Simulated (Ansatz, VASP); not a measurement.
**One calculation of Sb2S, two programs**

```xyz
6
Lattice="5.9361 0.0000 0.0000 0.0000 5.9361 0.0000 0.0000 0.0000 5.9361" Properties=species:S:1:pos:R:3 pbc="T T T"
Sb    4.4521    4.4521    4.4521
Sb    1.4840    1.4840    4.4521
Sb    1.4840    4.4521    1.4840
Sb    4.4521    1.4840    1.4840
S     0.0000    0.0000    0.0000
S     2.9681    2.9681    2.9681
```

Alike in both runs: functional PBE; k mesh 6 × 6 × 6; occupations gaussian, width 0.1 eV; no spin polarisation.

Ansatz relaxed the structure, and its values are those at the end. VASP's run is a single point on that final structure, the one shown.

|  | VASP | Ansatz |
| --- | --- | --- |
| version | VASP 6.6.1 | Ansatz 0.2.0 |
| potentials or method | VASP PAW PBE potentials, release 64 (Sb, S), cutoff 520 eV | scalar-relativistic, plane waves, PAW |
| valence electrons in the cell | 32 | 72 |

|  | VASP | Ansatz | Ansatz less VASP |
| --- | --- | --- | --- |
| gap on the k mesh at the Fermi level (eV) | none | none | - |
| pressure (GPa) | 0.0 | 0.0 | +0.07 |

A gap of «none» marks a metal or a gap that the smearing closes. VASP's potentials hold 32 valence electrons a cell and Ansatz's 72, so a difference there can come from the potentials and not from the codes.

Spin-orbit coupling is off throughout.
